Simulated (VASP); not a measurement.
Set up this calculation in VASP 6.6.1, as the native input.

```
Task                   : single point
Functional             : PBE
Potentials or basis    : VASP PAW PBE potentials, release 64 (Ga_d, N)
Cutoff                 : 520 eV
k mesh                 : 12 × 12 × 6
Occupations            : gaussian, width 0.05 eV
Spin                   : no spin polarisation
Dipole correction      : no
Further INCAR settings : ALGO = Normal; EDIFF = 1e-06; NBANDS = 26
```

The structure of GaN lies in POSCAR:

```
GaN
1.0
    3.2667053455      0.0000000000      0.0000000000
   -1.6333526728      2.8290498159      0.0000000000
    0.0000000000      0.0000000000      5.2430304311
Ga N
2 2
Direct
    0.3333333333      0.6666666667      0.9991316867
    0.6666666667      0.3333333333      0.4991316867
    0.3333333333      0.6666666667      0.3758683133
    0.6666666667      0.3333333333      0.8758683133
```

This cell differs from its parent crystal: strain +0.015 along x and y, +0.000 along z.

The input as run:

INCAR

```
SYSTEM = GaN
PREC = Accurate
ENCUT = 520
EDIFF = 1E-6
ISMEAR = 0
SIGMA = 0.05
LREAL = .FALSE.
LASPH = .TRUE.
NELM = 80
ALGO = Normal
ISIF = 2
LWAVE = .FALSE.
LCHARG = .TRUE.
GGA = PE
LELF = .TRUE.
LVHAR = .TRUE.
NBANDS = 26
```

KPOINTS

```
regular mesh
0
G
  12 12 6
  0 0 0
```

Potentials or basis: VASP PAW PBE potentials, release 64 (Ga_d, N).

Command:

```console
$ cat potpaw_PBE.64/Ga_d/POTCAR potpaw_PBE.64/N/POTCAR > POTCAR
$ mpirun -np 1 vasp_std > vasp.out
```

Results of the run:

The pressure is -4.6 GPa. The largest force is 0.116 eV/Å. The band gap on the k mesh is 1.54 eV.

Caveat: the cell differs from its parent crystal (strain +0.015 along x and y, +0.000 along z); the cell stands under tension.

Run time: 31 s on 1 thread of Intel(R) Xeon(R) 6975P-C (Granite Rapids) (shared host), peak memory 0.21 GiB.
